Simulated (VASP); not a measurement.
Input of a VASP 6.6.1 run:

INCAR

```
  ALGO = Normal
  EDIFF = 1E-6
  ENCUT = 520
  GGA = PE
  ISIF = 2
  ISMEAR = -1
  LASPH = T
  LCHARG = F
  LREAL = F
  LWAVE = F
  NBANDS = 58
  NELM = 80
  PREC = Accurate
  SIGMA = 0.1
```

KPOINTS

```
k-points
0
Gamma
  6 6 6
```

File POSCAR:

```
Zr
1.0
    5.6950444049      0.0000000000      0.0000000000
    0.0000000000      5.6950444049      0.0000000000
    0.0000000000      0.0000000000      5.6950444049
Zr
8
Direct
    1.0000000000      0.0000000000      0.0000000000
    0.5000000000      0.5000000000      0.5000000000
    0.2500000000      0.0000000000      0.5000000000
    0.7500000000      1.0000000000      0.5000000000
    0.5000000000      0.2500000000      0.0000000000
    0.5000000000      0.7500000000      0.0000000000
    0.0000000000      0.5000000000      0.2500000000
    0.0000000000      0.5000000000      0.7500000000
```

Potentials or basis: VASP PAW PBE potentials, release 64 (Zr_sv).

Command:

```console
$ cat potpaw_PBE.64/Zr_sv/POTCAR > POTCAR
$ mpirun -np 1 vasp_std > vasp.out
```

Question: Estimate the band gap on the k mesh.

Answer: Zero (band 48 reaches 8.83 eV, above the bottom of band 49 at 8.45 eV).

Question: Estimate the pressure.

Answer: 0.0 GPa.
